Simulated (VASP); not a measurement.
Write the native input for VASP 6.6.1 that does the following.

```yaml
Task: single point
Functional: PBE
Potentials_or_basis: VASP PAW PBE potentials, release 64 (Pb_d, S)
Cutoff: 520 eV
k_mesh: 8 × 8 × 8
Occupations: fermi-dirac, width 0.05 eV
Spin: no spin polarisation
Dipole_correction: no
Further_INCAR_settings: ALGO = Normal; EDIFF = 1e-06; NBANDS = 17
```

The structure of PbS (Galena) lies in POSCAR:

```
PbS
1.0
    0.0000000000      2.9853913009      2.9853913009
    2.9853913009      0.0000000000      2.9853913009
    2.9853913009      2.9853913009      0.0000000000
Pb S
1 1
Direct
    0.0000000000      0.0000000000      0.0000000000
    0.5000000000      0.5000000000      0.5000000000
```

These files were run (other wordings do the same):

INCAR

```
SYSTEM = PbS
PREC = Accurate
ENCUT = 520
EDIFF = 1E-6
ISMEAR = -1
SIGMA = 0.05
LREAL = .FALSE.
LASPH = .TRUE.
NELM = 100
ALGO = Normal
ISIF = 2
LWAVE = .FALSE.
LCHARG = .TRUE.
GGA = PE
LELF = .TRUE.
LVHAR = .TRUE.
NBANDS = 17
```

KPOINTS

```
Automatic mesh
0
G
  8 8 8
  0 0 0
```

Potentials or basis: VASP PAW PBE potentials, release 64 (Pb_d, S).

Run with:

```bash
$ cat potpaw_PBE.64/Pb_d/POTCAR potpaw_PBE.64/S/POTCAR > POTCAR
$ mpirun -np 1 vasp_std > vasp.out
```

It gave:

```json
{
 "Pressure": "1.0 GPa",
 "Band gap on the k mesh": "0.44 eV, direct"
}
```

Caveat: spin-orbit coupling is left out, which moves the levels of the heavy elements.

It took 12 s on 1 thread of Intel(R) Xeon(R) Platinum 8559C (Emerald Rapids) (shared host), peak memory 0.18 GiB.
